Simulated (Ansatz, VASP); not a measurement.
**Nb in VASP and in Ansatz**

```
Nb
1.0
    -1.65453    1.65453    1.65453
     1.65453   -1.65453    1.65453
     1.65453    1.65453   -1.65453
Nb
1
Cartesian
  0.0000 0.0000 0.0000
```

Alike in both runs: functional PBE; k mesh 23 × 23 × 23; no spin polarisation.

Ansatz relaxed the structure, and its values are those at the end. VASP's run is a single point on that final structure, the one shown.

|  | VASP | Ansatz |
| --- | --- | --- |
| version | VASP 6.6.1 | Ansatz 0.2.0 |
| potentials or method | VASP PAW PBE potentials, release 64 (Nb_sv) | plane-wave PAW, scalar-relativistic |
| plane-wave cutoff (eV) | 520 | 420 |
| occupations | methfessel-paxton of order 1, width 0.1 eV | cold, width 0.1 eV |
| valence electrons in the cell | 13 | 13 |

```tsv
	VASP	Ansatz	Ansatz less VASP
pressure (GPa)	-0.4	0.0	+0.35
```
